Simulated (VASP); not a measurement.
TaN:

```
Ta N
1.0
     2.93800    0.00000    0.00000
    -1.46900    2.54438    0.00000
     0.00000    0.00000    2.88300
Ta N
1 1
Direct
  0.33333 0.66667 0.50000
  0.00000 0.00000 0.00000
```

- Program: VASP 6.6.1
- Task: relaxation of cell and atoms
- Functional: PBE
- Potentials or basis: VASP PAW PBE potentials, release 64 (Ta_pv, N)
- Cutoff: 600 eV
- k mesh: 10 × 10 × 9
- Occupations: fermi-dirac, width 0.05 eV
- Spin: no spin polarisation
- Hubbard terms: Ta d U = 2.0 eV

At the start: pressure 11.6 GPa; volume 10.78 Å³/atom.

Problem. Where does the relaxation end?

Solution. Over 10 steps the energy falls by 12.7 meV/atom and the volume is 11.14 Å³/atom (+3.3 %); space group P-6m2 (No. 187, to 0.05 Å).

The path:
```
step  energy change (eV)  largest force (eV/Å)  pressure (GPa)  volume (Å³)
   1              0.0000                0.0000           11.62        21.55
   2              0.1071                0.0000          -21.65        24.08
   3             -0.0254                0.0000           -0.29        22.29
   4             -0.0254                0.0000            0.00        22.27
   5             -0.0254                0.0000            0.22        22.26
   6             -0.0255                0.0000            0.18        22.26
   7             -0.0255                0.0000            0.18        22.26
   8             -0.0255                0.0000            0.19        22.26
   9             -0.0255                0.0000           -0.31        22.29
  10             -0.0255                0.0000            0.01        22.27
```

Final structure:
```yaml
crystal:
  lattice:
    - [2.96926, 0.00000, 0.00000]
    - [-1.48463, 2.57145, 0.00000]
    - [0.00000, 0.00000, 2.91704]
  atoms:
    - { symbol: Ta, position: [0.33333, 0.66667, 0.50000] }
    - { symbol: N, position: [0.00000, 0.00000, 0.00000] }
```

Caveat: U without spin polarisation on a metal has little footing.
